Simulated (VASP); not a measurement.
TaN (rocksalt type), 2 atoms in the cell. The structure is cubic, space group Fm-3m (No. 225). Conventional cell: a = 4.417 Å, b = 4.417 Å, c = 4.417 Å, α = 90.00°, β = 90.00°, γ = 90.00°. Ta (site symmetry m-3m) has 6 N at 2.21 Å within 2.9 Å. N (site symmetry m-3m) has 6 Ta at 2.21 Å within 2.9 Å. 

| Quantity | Value |
| --- | --- |
| Program | VASP 6.6.1 |
| Task | single point |
| Functional | PBE |
| Potentials or basis | VASP PAW PBE potentials, release 64 (Ta_pv, N) |
| Cutoff | 520 eV |
| k mesh | 15 × 15 × 15 |
| Occupations | fermi-dirac, width 0.08 eV |
| Spin | no spin polarisation |
| Dipole correction | no |
| Further INCAR settings | ALGO = Normal; EDIFF = 1e-06; NBANDS = 15 |

Potentials or basis: VASP PAW PBE potentials, release 64 (Ta_pv, N).

Run with:

```sh
$ cat potpaw_PBE.64/Ta_pv/POTCAR potpaw_PBE.64/N/POTCAR > POTCAR
$ mpirun -np 1 vasp_std > vasp.out
```

Hardware: 1 thread of Intel Xeon 6975P-C (shared host).

Problem. Estimate the wall time of this run.

Solution. Run time: 34 s on 1 thread of Intel Xeon 6975P-C, with other jobs on the host, peak memory 0.17 GiB. Counts: scf iterations 12, k points 120.
